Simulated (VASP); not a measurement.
# Cd4Se3S in VASP: a series of runs

Cd4Se3S is run at these levels: PBE; tasks: single point.

Everything below comes from runs of VASP 6.6.1. Logs are shortened: lines on timing, memory, paths and dates and some standing lists are left out, and cuts for length are marked.

### 1 The cell of the first run

Symmetry: P-43m, No. 215, cubic system. The conventional cell has a = 6.128 Å, b = 6.128 Å, c = 6.128 Å, α = 90.00°, β = 90.00°, γ = 90.00°. Within 3.4 Å of Cd (site symmetry 3m) lie 1 S at 2.59 Å and 3 Se at 2.68 Å. Within 3.5 Å of Se (site symmetry -42m) lie 4 Cd at 2.68 Å. S (site symmetry -43m) has 4 Cd at 2.59 Å within 3.4 Å.

### 2 Single point, PBE

INCAR reads:

```
SYSTEM = Cd4Se3S
ALGO = Normal
EDIFF = 1E-6
ENCUT = 520
GGA = PE
ISIF = 2
ISMEAR = 0
LASPH = .True.
LCHARG = .False.
LREAL = .False.
LWAVE = .False.
NBANDS = 46
NELM = 80
PREC = Accurate
SIGMA = 0.1
```

KPOINTS reads:

```
k-points
0
Gamma
  2 2 2
  0 0 0
```

POSCAR reads:

```
Cd4Se3S
1.0
    6.1279354000      0.0000000000      0.0000000000
    0.0000000000      6.1279354000      0.0000000000
    0.0000000000      0.0000000000      6.1279354000
Cd Se S
4 3 1
Direct
    0.7560960000      0.7560960000      0.2439040000
    0.7560960000      0.2439040000      0.7560960000
    0.2439040000      0.7560960000      0.7560960000
    0.2439040000      0.2439040000      0.2439040000
    0.0000000000      0.5000000000      0.5000000000
    0.5000000000      0.0000000000      0.5000000000
    0.5000000000      0.5000000000      0.0000000000
    0.0000000000      0.0000000000      0.0000000000
```

Potentials or basis: VASP PAW PBE potentials, release 64 (Cd, Se, S).

Launch:

```console
$ cat potpaw_PBE.64/Cd/POTCAR potpaw_PBE.64/Se/POTCAR potpaw_PBE.64/S/POTCAR > POTCAR
$ mpirun -np 1 vasp_std > vasp.out
```

OUTCAR:

```text
SYSTEM = Cd4Se3S
   EDIFF = 1E-6
   ENCUT = 520
   GGA = PE
   ISIF = 2
   ISMEAR = 0
   LASPH = .True.
   LREAL = .False.
   NELM = 80
   PREC = Accurate

 ion  position               nearest neighbor table
   1  0.756  0.756  0.244-   8 2.59   6 2.68   7 2.68   5 2.68
   2  0.756  0.244  0.756-   8 2.59   6 2.68   7 2.68   5 2.68
   3  0.244  0.756  0.756-   8 2.59   6 2.68   7 2.68   5 2.68
   4  0.244  0.244  0.244-   8 2.59   6 2.68   7 2.68   5 2.68
   5  0.000  0.500  0.500-   1 2.68   2 2.68   3 2.68   4 2.68
   6  0.500  0.000  0.500-   1 2.68   2 2.68   3 2.68   4 2.68
   7  0.500  0.500  0.000-   1 2.68   2 2.68   3 2.68   4 2.68
   8  0.000  0.000  0.000-   1 2.59   2 2.59   3 2.59   4 2.59

  LATTYP: Found a simple cubic cell.
 ALAT       =     6.1279354000

  Lattice vectors:

 A1 = (   6.1279354000,   0.0000000000,   0.0000000000)
 A2 = (   0.0000000000,   6.1279354000,   0.0000000000)
 A3 = (   0.0000000000,   0.0000000000,   6.1279354000)

Analysis of symmetry for initial positions (statically):
=====================================================================
 Subroutine PRICEL returns:
 Original cell was already a primitive cell.

 Routine SETGRP: Setting up the symmetry group for a
 simple cubic supercell.

 Subroutine GETGRP returns: Found 24 space group operations
 (whereof 24 operations were pure point group operations)
 out of a pool of 48 trial point group operations.

The static configuration has the point symmetry T_d .

Analysis of symmetry for dynamics (positions and initial velocities):
=====================================================================
 Subroutine PRICEL returns:
 Original cell was already a primitive cell.

 Routine SETGRP: Setting up the symmetry group for a
 simple cubic supercell.

 Subroutine GETGRP returns: Found 24 space group operations
 (whereof 24 operations were pure point group operations)
 out of a pool of 48 trial point group operations.

The dynamic configuration has the point symmetry T_d .

 Subroutine INISYM returns: Found 24 space group operations
 (whereof 24 operations are pure point group operations),
 and found     1 'primitive' translations

----------------------------------------------------------------------------------------

                                     Primitive cell

  volume of cell :     230.1137
[... 84 lines left out ...]
   IBRION =     -1    ionic relax: 0-MD 1-quasi-New 2-CG
   NFREE  =      0    steps in history (QN), initial steepest desc. (CG)
   ISIF   =      2    stress and relaxation
   ISYM   =      2    0-nonsym 1-usesym 2-fastsym
   POTIM  = 0.5000    time-step for ionic-motion
   TEBEG  =    0.0;   TEEND  =   0.0 temperature during run
   PSTRESS=    0.0 pullay stress
   NELECT =      72.0000    total number of electrons
   NUPDOWN=      -1.0000    fix difference up-down
   EMIN   =  10.00;   EMAX   =-10.00  energy-range for DOS
   EFERMI =   0.00;   METHOD = LEGACY
   ISMEAR =     0;   SIGMA  =   0.10  broadening in eV -4-tet -1-fermi 0-gaus
   EFERMI_NEDOS =   21; number of points for ismear=-14 and -15
   IALGO  =     38    algorithm
   IMIX   =      4    mixing-type and parameters
     AMIX     =   0.40;   BMIX     =  1.00
     AMIX_MAG =   1.60;   BMIX_MAG =  1.00
  volume/ion in A,a.u.               =      28.76       194.11
  Fermi-wavevector in a.u.,A,eV,Ry     =   1.111403  2.100247 16.806136  1.235216
  Thomas-Fermi vector in A             =   2.247965
   LORBIT       =      0    0 simple, 1 ext, 2 COOP (PROOUT), +10 PAW based schemes
   GGA     = PE    functional components
   LHFCALC =     F    Hartree Fock is set to
   AEXX    =    0.0000 exact exchange contribution
   IVDW    =     0    specifies the selected vdW correction
   LEPSILON=     F    determine dielectric tensor
   LRPA    =     F    only Hartree local field effects (RPA)
 non-spin polarized calculation
 Gauss-broadening in eV      SIGMA  =   0.10
  energy-cutoff  :      520.00
  volume of cell :      230.11
 maximum number of plane-waves:      6216
 NGX is ok and might be reduce to    48
   NGX = 23   NGY = 23   NGZ = 23

 number of electron      72.0000026 magnetization

 Free energy of the ion-electron system (eV)
  ---------------------------------------------------
  ext. energy  EPLUGINS =         0.00000000
  ---------------------------------------------------
  free energy    TOTEN  =       -22.41236108 eV

  energy without entropy =      -22.41235603  energy(sigma->0) =      -22.41235856

 E-fermi :   0.9583     XC(G=0):  -8.6973

 val. band max:        0.6582420123   @ k =   0.0000   0.0000   0.0000
 cond. band min:       1.2405258403   @ k =   0.0000   0.0000   0.0000
 fundamental gap:      0.5822838280
 Fermi energy:         0.9583384477

 k-point     1 :       0.0000    0.0000    0.0000
  band No.  band energies     occupation
      1     -11.5968      2.00000
      2     -11.1567      2.00000
      3     -11.1567      2.00000
      4     -11.1277      2.00000
      5      -7.1113      2.00000
      6      -7.1113      2.00000
[... 185 lines left out ...]
     45       7.2392      0.00000
     46       7.2395      0.00000

------------------------ aborting loop because EDIFF is reached ----------------------------------------

  FORCE on cell =-STRESS in cart. coord.  units (eV):
  Direction    XX          YY          ZZ          XY          YZ          ZX
  --------------------------------------------------------------------------------------
  -------------------------------------------------------------------------------------
  Total        0.5506747      0.5506747      0.5506747      0.0000000     -0.0000000      0.0000000
  in kB        3.8340979      3.8340979      3.8340979      0.0000000     -0.0000000      0.0000000
  external PRESSURE =       3.8340979 kB  Pullay stress =       0.0000000 kB

 VOLUME and BASIS-vectors are now :
 -----------------------------------------------------------------------------
  energy-cutoff  :      520.00
  volume of cell :      230.11
      direct lattice vectors                 reciprocal lattice vectors
     6.127935400  0.000000000  0.000000000     0.163187099  0.000000000  0.000000000
     0.000000000  6.127935400  0.000000000     0.000000000  0.163187099  0.000000000
     0.000000000  0.000000000  6.127935400     0.000000000  0.000000000  0.163187099

 POSITION                                       TOTAL-FORCE (eV/Angst)
 -----------------------------------------------------------------------------------
      4.63331      4.63331      1.49463        -0.004631     -0.004631      0.004631
      4.63331      1.49463      4.63331        -0.004631      0.004631     -0.004631
      1.49463      4.63331      4.63331         0.004631     -0.004631     -0.004631
      1.49463      1.49463      1.49463         0.004631      0.004631      0.004631
      0.00000      3.06397      3.06397        -0.000000     -0.000000     -0.000000
      3.06397      0.00000      3.06397        -0.000000     -0.000000     -0.000000
      3.06397      3.06397      0.00000        -0.000000     -0.000000     -0.000000
      0.00000      0.00000      0.00000        -0.000000     -0.000000     -0.000000
 -----------------------------------------------------------------------------------
    total drift:                               -0.000000     -0.000000     -0.000000

  FREE ENERGIE OF THE ION-ELECTRON SYSTEM (eV)
  ---------------------------------------------------
  free  energy   TOTEN  =       -22.4123610818 eV

  energy  without entropy=      -22.4123560308  energy(sigma->0) =      -22.41235856
```

Wall time 85 s (1 thread of Intel Xeon 8259CL, shared host); peak memory 0.33 GiB.

What came out:

```
Free energy            : -22.4124 eV
Pressure               : 0.4 GPa
Largest force          : 0.008 eV/Å
Band gap on the k mesh : 0.58 eV
```

Forces in eV/Å, atoms in the order of the input:
```
Cd  -0.005 -0.005  0.005
Cd  -0.005  0.005 -0.005
Cd   0.005 -0.005 -0.005
Cd   0.005  0.005  0.005
Se   0.000  0.000  0.000
Se   0.000  0.000  0.000
Se   0.000  0.000  0.000
S    0.000  0.000  0.000
```

Caveat: the k points lie up to 0.51 Å⁻¹ apart.

### 3 Single point, PBE

This run uses another cell than the first one, of 28.84 Å³/atom.

INCAR reads:

```
SYSTEM = Cd4Se3S
ALGO = Normal
EDIFF = 1E-7
ENCUT = 520
GGA = PE
ISIF = 2
ISMEAR = 0
LASPH = .TRUE.
LCHARG = .TRUE.
LELF = .TRUE.
LREAL = .FALSE.
LVHAR = .TRUE.
LWAVE = .FALSE.
NBANDS = 46
NELM = 80
PREC = Accurate
SIGMA = 0.1
```

KPOINTS reads:

```
k-points
0
G
  2 2 2
  0 0 0
```

POSCAR reads:

```
Cd4Se3S
1.0
    6.1332092996      0.0000679163      0.0000937101
    0.0000699939      6.1327330651      0.0006972798
    0.0000786675      0.0006812448      6.1338831320
Cd Se S
4 3 1
Direct
    0.7559966066      0.7562237352      0.2441324137
    0.7560085820      0.2441115638      0.7558362411
    0.2441610202      0.7558351206      0.7562317074
    0.2437119847      0.2438138629      0.2437914115
    0.0001566221      0.5000952957      0.4999401086
    0.4998758944      0.0000733320      0.5000421511
    0.5001717784      0.4999045621      0.0002170305
   -0.0000824886     -0.0000574722     -0.0001910641
```

Potentials or basis: VASP PAW PBE potentials, release 64 (Cd, Se, S).

Launch:

```console
$ cat potpaw_PBE.64/Cd/POTCAR potpaw_PBE.64/Se/POTCAR potpaw_PBE.64/S/POTCAR > POTCAR
$ mpirun -np 1 vasp_std > vasp.out
```

Wall time 2.1 min (1 thread of Intel Xeon 8259CL, shared host); peak memory 0.36 GiB.

Results (log left out):

* Free energy: -22.4136 eV
* Pressure: 0.3 GPa
* Largest force: 0.005 eV/Å
* Band gap on the k mesh: 0.58 eV

Forces in eV/Å, atoms in the order of the input:
```
Cd  -0.002 -0.003  0.001
Cd  -0.002  0.002 -0.002
Cd   0.001 -0.001 -0.003
Cd   0.004  0.003  0.003
Se  -0.001  0.000  0.001
Se   0.000  0.000  0.000
Se  -0.001  0.000 -0.001
S    0.000  0.000  0.001
```

Levels at points of the mesh, in eV from the valence-band top:
```
           k point  band 33  band 34  band 35  band 36  band 37  band 38  band 39  band 40
(0.00, 0.00, 0.00)    -1.62     0.00     0.00     0.00     0.58     3.20     3.20     3.50
(0.50, 0.00, 0.00)    -1.06    -1.06    -0.81    -0.81     3.14     3.21     4.32     4.39
(0.00, 0.50, 0.00)    -1.06    -1.06    -0.81    -0.81     3.14     3.21     4.32     4.39
(0.50, 0.50, 0.00)    -0.84    -0.84    -0.63    -0.53     3.63     3.65     3.72     3.72
(0.00, 0.00, 0.50)    -1.06    -1.06    -0.81    -0.81     3.14     3.21     4.32     4.39
(0.50, 0.00, 0.50)    -0.84    -0.84    -0.63    -0.53     3.63     3.64     3.72     3.72
(0.00, 0.50, 0.50)    -0.84    -0.84    -0.63    -0.53     3.63     3.65     3.72     3.73
(0.50, 0.50, 0.50)    -0.60    -0.60    -0.51    -0.51     2.29     2.47     2.48     2.48
```

Caveat: the k points lie up to 0.51 Å⁻¹ apart.

[end of part 1 of 2]
